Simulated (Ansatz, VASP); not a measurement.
## One calculation of Na3HfZr, two programs

```
CELL_PARAMETERS angstrom
5.37255 0.00000 0.00000
0.00000 5.37255 0.00000
0.00000 0.00000 5.37255
ATOMIC_POSITIONS crystal
Na 0.00000 0.50000 0.50000
Na 0.50000 0.00000 0.50000
Na 0.50000 0.50000 0.00000
Zr 0.50000 0.50000 0.50000
Hf 0.00000 0.00000 0.00000
```

Alike in both runs: task relaxation of cell and atoms; functional PBE; k mesh 8 × 8 × 8; occupations gaussian, width 0.1 eV; no spin polarisation.

|  | VASP | Ansatz |
| --- | --- | --- |
| version | VASP 6.6.1 | Ansatz 0.2.0 |
| potentials or method | VASP PAW PBE potentials, release 64 (Na_pv, Zr_sv, Hf_pv), cutoff 600 eV | scalar-relativistic, plane waves, PAW |
| valence electrons in the cell | 43 | 65 |

Ansatz gave:

```
gap on the k mesh at the Fermi level, each at its own relaxed structure (eV) : none
relaxed volume (Å³/atom)                                                     : 31.07
relaxed cell length with the largest relative difference (Å)                 : 5.376
```

Problem. What did VASP give for the same quantities?

Solution. gap on the k mesh at the Fermi level, each at its own relaxed structure (eV): none; relaxed volume (Å³/atom): 31.10; relaxed cell length with the largest relative difference (Å): 5.378.

A gap of «none» marks a metal or a gap that the smearing closes. VASP's potentials hold 43 valence electrons a cell and Ansatz's 65, so a difference there can come from the potentials and not from the codes.

Neither program's run includes spin-orbit coupling.
